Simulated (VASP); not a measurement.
A run of VASP 6.6.1 is set up as follows.

POSCAR

```
KCl
1.0
    3.6455887835      0.0000000000      0.0000000000
    0.0000000000      3.6455887835      0.0000000000
    0.0000000000      0.0000000000      3.6455887835
K Cl
1 1
Direct
    0.0000000000      0.0000000000      0.0000000000
    0.5000000000      0.5000000000      0.5000000000
```

File INCAR.step1:

```
SYSTEM = KCl
  PREC = Accurate
  ENCUT = 520
  ISMEAR = 0
  SIGMA = 0.01
  LREAL = .FALSE.
  LASPH = .TRUE.
  NELM = 100
  NBANDS = 15
  GGA = PE
  ALGO = Normal
  EDIFF = 1E-4
  LWAVE = .TRUE.
  LCHARG = .FALSE.
```

File INCAR.step2:

```
SYSTEM = KCl
  PREC = Accurate
  ENCUT = 520
  EDIFF = 1E-6
  ISMEAR = 0
  SIGMA = 0.01
  LREAL = .FALSE.
  LASPH = .TRUE.
  NELM = 100
  ALGO = Normal
  ISIF = 2
  LWAVE = .FALSE.
  LCHARG = .FALSE.
  METAGGA = R2SCAN
  LMIXTAU = .TRUE.
  NBANDS = 15
  ISTART = 1
```

KPOINTS

```
regular mesh
0
G
  8 8 8
  0 0 0
```

Potentials or basis: VASP PAW PBE potentials, release 64 (K_sv, Cl).

Launch:

```sh
$ cat potpaw_PBE.64/K_sv/POTCAR potpaw_PBE.64/Cl/POTCAR > POTCAR
$ cp INCAR.step1 INCAR
$ mpirun -np 1 vasp_std > vasp.out
$ cp INCAR.step2 INCAR
$ mpirun -np 1 vasp_std > vasp.out
```

**Question.** What does it give for the band gap on the k mesh?

**Answer.** 6.35 eV (least direct gap 6.58 eV).

**Question.** Predict the pressure.

**Answer.** 3.0 GPa.

Caveat: the cell differs from its parent crystal (strain -3.3%); the PAW data sets were made with another functional, which shifts forces and pressure a little. A k mesh can miss the band edges.
